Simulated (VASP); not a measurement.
Write the native input for VASP 6.6.1 that does the following.

```
Task                   : relaxation of cell and atoms
Functional             : PBE
Potentials or basis    : VASP PAW PBE potentials, release 64 (Na_pv, I)
Cutoff                 : 600 eV
k mesh                 : 6 × 6 × 6
Occupations            : gaussian, width 0.02 eV
Spin                   : no spin polarisation
Dipole correction      : no
Further INCAR settings : ALGO = Normal; EDIFF = 1e-06; IBRION = 2; EDIFFG = -0.01; NSW = 100; ISIF = 3
```

The structure of NaI lies in POSCAR:

```
NaI
1.0
    2.3112369879      1.3343932971      3.7431022437
   -2.3112369879      1.3343932971      3.7431022437
    0.0000000000     -2.6687865943      3.7431022437
Na I
1 1
Direct
    0.0000000000      0.0000000000      0.0000000000
    0.5000000000      0.5000000000      0.5000000000
```

These files were run (other wordings do the same):

INCAR

```
SYSTEM = NaI
ALGO = Normal ; EDIFF = 1E-6
EDIFFG = -0.01 ; ENCUT = 600
GGA = PE ; IBRION = 2
ISIF = 3 ; ISMEAR = 0
LASPH = .TRUE. ; LCHARG = .FALSE.
LREAL = .FALSE. ; LWAVE = .FALSE.
NELM = 100 ; NSW = 100
PREC = Accurate ; SIGMA = 0.02
```

KPOINTS

```
k-points
0
G
  6 6 6
  0 0 0
```

Potentials or basis: VASP PAW PBE potentials, release 64 (Na_pv, I).

Command:

```bash
$ cat potpaw_PBE.64/Na_pv/POTCAR potpaw_PBE.64/I/POTCAR > POTCAR
$ mpirun -np 1 vasp_std > vasp.out
```

It gave:

The relaxed volume is 34.84 Å³/atom and the relaxed cell is a = 4.610 Å, b = 4.610 Å, c = 4.610 Å, α = 60.26°, β = 60.26°, γ = 60.26°. The space group after relaxing (to 0.05 Å) is Fm-3m (No. 225), the energy gained by relaxing is 0.1 meV/atom and the ionic steps are 3. The pressure after relaxing is 0.0 GPa. The band gap on the k mesh is 3.55 eV, direct.

Caveat: spin-orbit coupling is left out, which moves the levels of the heavy elements.

Wall time 24 s on 1 thread of Intel(R) Xeon(R) 6975P-C (Granite Rapids), with other jobs on the host, peak memory 0.25 GiB.
